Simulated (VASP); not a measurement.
Here is a VASP 6.6.1 calculation.

File INCAR:

```
SYSTEM = MgO
PREC     = Accurate       ! precision mode
ENCUT    = 520            ! plane-wave cutoff, eV
EDIFF    = 1E-8           ! SCF threshold, eV
ISMEAR   = -1             ! smearing method
SIGMA    = 0.02           ! smearing width, eV
LREAL    = .False.        ! projectors in reciprocal space
LASPH    = .True.         ! aspherical terms in the spheres
NELM     = 120            ! most SCF steps
ALGO     = Normal         ! electronic algorithm
ISIF     = 2              ! what is computed and relaxed
LWAVE    = .False.        ! write WAVECAR
LCHARG   = .False.        ! write CHGCAR
GGA      = PE             ! functional
LEFG     = .True.       
NBANDS   = 11             ! bands
GGA_COMPAT= .False.
```

File KPOINTS:

```
Automatic mesh
0
Gamma
  8 8 8
  0 0 0
```

Contents of POSCAR:

```
MgO
1.0
    0.0000000000      2.1085000000      2.1085000000
    2.1085000000      0.0000000000      2.1085000000
    2.1085000000      2.1085000000      0.0000000000
Mg O
1 1
Direct
    0.0000000000      0.0000000000      0.0000000000
    0.5000000000      0.5000000000      0.5000000000
```

Potentials or basis: VASP PAW PBE potentials, release 64 (Mg, O).

Launch:

```bash
$ cat potpaw_PBE.64/Mg/POTCAR potpaw_PBE.64/O/POTCAR > POTCAR
$ mpirun -np 1 vasp_std > vasp.out
```

Task: Predict the band gap on the k mesh.

Result: 4.69 eV, direct.

Task: What does it give for the pressure?

Result: 3.4 GPa.

Caveat: without QUAD_EFG the Cq values of the log hold for a quadrupole moment of 1 mb, not for the nuclei. As with any semilocal functional, this PBE gap is likely too small.
